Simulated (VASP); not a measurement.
# V in VASP: relaxation of the atoms with PBE

Aim: the relaxation of the atoms of V with PBE.

Program: VASP 6.6.1. These are calculated values, not measurements. Logs are shortened: lines on timing, memory, paths and dates and some standing lists are left out, and cuts for length are marked.

### 1 The cell of the first run

The cell holds a slab with vacuum, 5 atoms: a = 4.239 Å, b = 4.239 Å, c = 19.461 Å, α = 90.00°, β = 90.00°, γ = 120.00°.

### 2 Relaxation of the atoms, PBE

INCAR

```
ALGO = Normal
DIPOL = 0.5 0.5 0.500
EDIFF = 1E-7
EDIFFG = -0.01
ENCUT = 450
GGA = PE
GGA_COMPAT = False
IBRION = 2
IDIPOL = 3
ISIF = 2
ISMEAR = -1
LASPH = True
LCHARG = False
LDIPOL = True
LREAL = False
LWAVE = False
NELM = 120
NELMDL = -8
NELMIN = 4
NSW = 32
PREC = Accurate
SIGMA = 0.05
```

KPOINTS

```
k-points
0
Gamma
  9 9 1
```

POSCAR

```
V
1.0
    4.2385384045      0.0000000000      0.0000000000
   -2.1192692022      3.6706819332      0.0000000000
    0.0000000000      0.0000000000     19.4608000000
V
5
Direct
    0.8333333333      0.1666666667      0.4227790324
    0.1666666667      0.8333333333      0.4649175138
    0.5000000000      0.5000000000      0.5000000009
    0.8333333333      0.1666666667      0.5350824908
    0.1666666667      0.8333333333      0.5772209620
```

Potentials or basis: VASP PAW PBE potentials, release 64 (V_sv).

The run is started by

```
$ cat potpaw_PBE.64/V_sv/POTCAR > POTCAR
$ mpirun -np 1 vasp_std > vasp.out
```

OUTCAR:

```text
EDIFF = 1E-7
   EDIFFG = -0.01
   ENCUT = 450
   GGA = PE
   IBRION = 2
   ISIF = 2
   ISMEAR = -1
   LASPH = True
   LREAL = False
   NELM = 120
   NELMDL = -8
   NELMIN = 4
   NSW = 32
   PREC = Accurate

 ion  position               nearest neighbor table
   1  0.833  0.167  0.423-   4 2.19   2 2.58   2 2.58   2 2.58   3 2.87   3 2.87   3 2.87
   2  0.167  0.833  0.465-   5 2.19   3 2.54   3 2.54   3 2.54   1 2.58   1 2.58   1 2.58   4 2.80
                             4 2.80   4 2.80
   3  0.500  0.500  0.500-   2 2.54   2 2.54   2 2.54   4 2.54   4 2.54   4 2.54   5 2.87   5 2.87
                             5 2.87   1 2.87   1 2.87   1 2.87
   4  0.833  0.167  0.535-   1 2.19   3 2.54   3 2.54   3 2.54   5 2.58   5 2.58   5 2.58   2 2.80
                             2 2.80   2 2.80
   5  0.167  0.833  0.577-   2 2.19   4 2.58   4 2.58   4 2.58   3 2.87   3 2.87   3 2.87

  LATTYP: Found a hexagonal cell.
 ALAT       =     4.2385384045
 C/A-ratio  =     4.5913940474

  Lattice vectors:

 A1 = (   4.2385384045,   0.0000000000,   0.0000000000)
 A2 = (  -2.1192692022,   3.6706819332,   0.0000000000)
 A3 = (   0.0000000000,   0.0000000000,  19.4608000000)

Analysis of symmetry for initial positions (statically):
=====================================================================
 Subroutine PRICEL returns:
 Original cell was already a primitive cell.

 Routine SETGRP: Setting up the symmetry group for a
 hexagonal supercell.

 Subroutine GETGRP returns: Found 12 space group operations
 (whereof  4 operations were pure point group operations)
 out of a pool of 24 trial point group operations.

The static configuration has the point symmetry C_2h.
 The point group associated with its full space group is D_3d.

Analysis of symmetry for dynamics (positions and initial velocities):
=====================================================================
 Subroutine PRICEL returns:
 Original cell was already a primitive cell.

 Routine SETGRP: Setting up the symmetry group for a
 hexagonal supercell.

 Subroutine GETGRP returns: Found 12 space group operations
 (whereof  4 operations were pure point group operations)
 out of a pool of 24 trial point group operations.

The dynamic configuration has the point symmetry C_2h.
 The point group associated with its full space group is D_3d.

 Subroutine INISYM returns: Found 12 space group operations
 (whereof  4 operations are pure point group operations),
 and found     1 'primitive' translations

----------------------------------------------------------------------------------------

                                     Primitive cell

  volume of cell :     302.7775

  direct lattice vectors                    reciprocal lattice vectors
     4.238538404  0.000000000  0.000000000     0.235930386  0.136214472  0.000000000
    -2.119269202  3.670681933  0.000000000     0.000000000  0.272428943  0.000000000
     0.000000000  0.000000000 19.460800000     0.000000000  0.000000000  0.051385349

  length of vectors
     4.238538404  4.238538404 19.460800000     0.272428943  0.272428943  0.051385349

  position of ions in fractional coordinates (direct lattice)
     0.833333333  0.166666667  0.422779032
     0.166666667  0.833333333  0.464917514
     0.500000000  0.500000000  0.500000001
     0.833333333  0.166666667  0.535082491
     0.166666667  0.833333333  0.577220962

  ion indices of the primitive-cell ions
   primitive index   ion index
                 1           1
                 2           2
                 3           3
                 4           4
                 5           5

----------------------------------------------------------------------------------------

 KPOINTS: k-points

Automatic generation of k-mesh.
 Grid dimensions read from file:
 generate k-points for:    9    9    1

 Generating k-lattice:

  Cartesian coordinates                     Fractional coordinates (reciprocal lattice)
     0.026214487  0.015134941  0.000000000     0.111111111  0.000000000  0.000000000
     0.000000000  0.030269883  0.000000000     0.000000000  0.111111111  0.000000000
     0.000000000  0.000000000  0.051385349     0.000000000  0.000000000  1.000000000

  Length of vectors
     0.030269883  0.030269883  0.051385349

  Shift w.r.t. Gamma in fractional coordinates (k-lattice)
     0.000000000  0.000000000  0.000000000

 Subroutine IBZKPT returns following result:
 ===========================================

 Found     12 irreducible k-points:

 Following reciprocal coordinates:
            Coordinates               Weight
  0.000000  0.000000  0.000000      1.000000
  0.111111  0.000000  0.000000      6.000000
  0.222222  0.000000  0.000000      6.000000
  0.333333  0.000000  0.000000      6.000000
  0.444444  0.000000  0.000000      6.000000
  0.111111  0.111111  0.000000      6.000000
  0.222222  0.111111  0.000000     12.000000
  0.333333  0.111111  0.000000     12.000000
  0.444444  0.111111  0.000000      6.000000
  0.222222  0.222222  0.000000      6.000000
  0.333333  0.222222  0.000000     12.000000
  0.333333  0.333333  0.000000      2.000000
   k-points           NKPTS =     12   k-points in BZ     NKDIM =     12   number of bands    NBANDS=     39
   number of dos      NEDOS =    301   number of ions     NIONS =      5
   total plane-waves  NPLWV = 126000
   dimension x,y,z NGX =    30 NGY =   30 NGZ =  140
   dimension x,y,z NGXF=    60 NGYF=   60 NGZF=  280
   ions per type =               5
   NGX,Y,Z   is equivalent  to a cutoff of  11.77, 11.77, 11.96 a.u.
   NGXF,Y,Z  is equivalent  to a cutoff of  23.53, 23.53, 23.92 a.u.
 SYSTEM =  unknown system
   PREC   = accura    normal or accurate (medium, high low for compatibility)
   ISTART =      0    job   : 0-new  1-cont  2-samecut
   ICHARG =      2    charge: 1-file 2-atom 10-const
   ISPIN  =      1    spin polarized calculation?
   LNONCOLLINEAR =      F non collinear calculations
   LSORBIT =      F    spin-orbit coupling
   LASPH  =      T    aspherical Exc in radial PAW
   ENCUT  =  450.0 eV  33.07 Ry    5.75 a.u.   7.33  7.33 33.66*2*pi/ulx,y,z
   NELM   =    120;   NELMIN=  4; NELMDL= -8     # of ELM steps
   EDIFF  = 0.1E-06   stopping-criterion for ELM
   LREAL  =      F    real-space projection
   EDIFFG = -.1E-01   stopping-criterion for IOM
   NSW    =     32    number of steps for IOM
   IBRION =      2    ionic relax: 0-MD 1-quasi-New 2-CG
   NFREE  =      1    steps in history (QN), initial steepest desc. (CG)
   ISIF   =      2    stress and relaxation
   ISYM   =      2    0-nonsym 1-usesym 2-fastsym
   POTIM  = 0.5000    time-step for ionic-motion
   TEBEG  =    0.0;   TEEND  =   0.0 temperature during run
   PSTRESS=    0.0 pullay stress
   NELECT =      65.0000    total number of electrons
   NUPDOWN=      -1.0000    fix difference up-down
   EMIN   =  10.00;   EMAX   =-10.00  energy-range for DOS
   EFERMI =   0.00;   METHOD = LEGACY
   ISMEAR =    -1;   SIGMA  =   0.05  broadening in eV -4-tet -1-fermi 0-gaus
   EFERMI_NEDOS =   21; number of points for ismear=-14 and -15
   IALGO  =     38    algorithm
   IMIX   =      4    mixing-type and parameters
     AMIX     =   0.40;   BMIX     =  1.00
     AMIX_MAG =   1.60;   BMIX_MAG =  1.00
  volume/ion in A,a.u.               =      60.56       408.65
  Fermi-wavevector in a.u.,A,eV,Ry     =   0.980253  1.852409 13.073778  0.960896
  Thomas-Fermi vector in A             =   2.111169
   LORBIT       =      0    0 simple, 1 ext, 2 COOP (PROOUT), +10 PAW based schemes
   GGA     = PE    functional components
   LHFCALC =     F    Hartree Fock is set to
   AEXX    =    0.0000 exact exchange contribution
   IVDW    =     0    specifies the selected vdW correction
   LEPSILON=     F    determine dielectric tensor
   LRPA    =     F    only Hartree local field effects (RPA)
 conjugate gradient relaxation of ions
 non-spin polarized calculation
  energy-cutoff  :      450.00
  volume of cell :      302.78
 maximum number of plane-waves:      6637
 NGX is ok and might be reduce to    30
   NGX = 15   NGY = 15   NGZ = 67

 dipolmoment           0.000000      0.000000     -0.000000 electrons x Angstroem

--------------------------------------- Ionic step        1  -------------------------------------------

 number of electron      65.0000053 magnetization

 Free energy of the ion-electron system (eV)
  ---------------------------------------------------
  ext. energy  EPLUGINS =         0.00000000
  ---------------------------------------------------
  free energy    TOTEN  =       -39.85557219 eV

  energy without entropy =      -39.80496300  energy(sigma->0) =      -39.83026759

------------------------ aborting loop because EDIFF is reached ----------------------------------------

  FORCE on cell =-STRESS in cart. coord.  units (eV):
  Direction    XX          YY          ZZ          XY          YZ          ZX
  --------------------------------------------------------------------------------------
  -------------------------------------------------------------------------------------
  Total       -0.6745678     -0.6745678      0.1428572     -0.0000000      0.0000000     -0.0000000
  in kB       -3.5695429     -3.5695429      0.7559430     -0.0000000      0.0000000     -0.0000000
  external PRESSURE =      -2.1277143 kB  Pullay stress =       0.0000000 kB
[... 63 lines left out ...]
  energy  without entropy=      -39.8062498652  energy(sigma->0) =      -39.83168055

--------------------------------------- Ionic step        3  -------------------------------------------

 number of electron      65.0000058 magnetization

 dipolmoment           0.000000      0.000000      0.000000 electrons x Angstroem

 Free energy of the ion-electron system (eV)
  ---------------------------------------------------
  ext. energy  EPLUGINS =         0.00000000
  ---------------------------------------------------
  free energy    TOTEN  =       -39.85717677 eV

  energy without entropy =      -39.80624446  energy(sigma->0) =      -39.83171062

 E-fermi :  -0.5632     XC(G=0):  -3.9729

 val. band max:       -0.5865994580   @ k =   0.1111   0.1111   0.0000
 cond. band min:      -0.5554325726   @ k =   0.3333   0.1111   0.0000
 fundamental gap:      0.0311668855
 Fermi energy:        -0.5631614147

 k-point     1 :       0.0000    0.0000    0.0000
  band No.  band energies     occupation
      1     -64.4422      2.00000
      2     -64.3228      2.00000
      3     -64.2979      2.00000
      4     -63.9010      2.00000
      5     -63.8641      2.00000
      6     -38.6368      2.00000
[... 493 lines left out ...]
     38       0.5477      0.00000
     39       1.0426      0.00000

------------------------ aborting loop because EDIFF is reached ----------------------------------------

 vacuum level on the upper side and lower side of the slab       (xc-potential included)        -0.142        -0.142

  FORCE on cell =-STRESS in cart. coord.  units (eV):
  Direction    XX          YY          ZZ          XY          YZ          ZX
  --------------------------------------------------------------------------------------
  -------------------------------------------------------------------------------------
  Total       -0.9431868     -0.9431868     -0.3884264     -0.0000000      0.0000000      0.0000000
  in kB       -4.9909674     -4.9909674     -2.0553971     -0.0000000      0.0000000      0.0000000
  external PRESSURE =      -4.0124440 kB  Pullay stress =       0.0000000 kB

 VOLUME and BASIS-vectors are now :
 -----------------------------------------------------------------------------
  energy-cutoff  :      450.00
  volume of cell :      302.78
      direct lattice vectors                 reciprocal lattice vectors
     4.238538404  0.000000000  0.000000000     0.235930386  0.136214472  0.000000000
    -2.119269202  3.670681933  0.000000000     0.000000000  0.272428943  0.000000000
     0.000000000  0.000000000 19.460800000     0.000000000  0.000000000  0.051385349
[... 11 lines left out ...]
  FREE ENERGIE OF THE ION-ELECTRON SYSTEM (eV)
  ---------------------------------------------------
  free  energy   TOTEN  =       -39.8571767713 eV

  energy  without entropy=      -39.8062444620  energy(sigma->0) =      -39.83171062

 reached required accuracy - stopping structural energy minimisation

 vacuum level on the upper side and lower side of the slab         2.989         2.989
```

Run time: 4.5 min. Hardware: 1 thread of Intel Xeon 6975P-C (Granite Rapids), shared host; peak memory 0.39 GiB.

Results:

```yaml
Free_energy: -39.8572 eV
Energy_gained_by_relaxing: 0.3 meV/atom
Ionic_steps: 3
Largest_force_after_relaxing: 0.009 eV/Å
Band_gap_on_the_k_mesh: zero (an odd number of electrons rules out a gap without spin polarisation)
```

Forces on the atoms (eV/Å):
```
V    0.000  0.000  0.009
V    0.000  0.000 -0.009
V    0.000  0.000  0.000
V    0.000  0.000  0.009
V    0.000  0.000 -0.009
```

The path:
```
step  energy change (eV)  largest force (eV/Å)  pressure (GPa)
   1              0.0000                0.1159           -0.21
   2             -0.0015                0.0307           -0.36
   3             -0.0016                0.0095           -0.40
```

Final structure:
```yaml
crystal:
  lattice:
    - [4.23854, 0.00000, 0.00000]
    - [-2.11927, 3.67068, 0.00000]
    - [0.00000, 0.00000, 19.46080]
  atoms:
    - { symbol: V, position: [0.83333, 0.16667, 0.42242] }
    - { symbol: V, position: [0.16667, 0.83333, 0.46455] }
    - { symbol: V, position: [0.50000, 0.50000, 0.50000] }
    - { symbol: V, position: [0.83333, 0.16667, 0.53545] }
    - { symbol: V, position: [0.16667, 0.83333, 0.57758] }
```
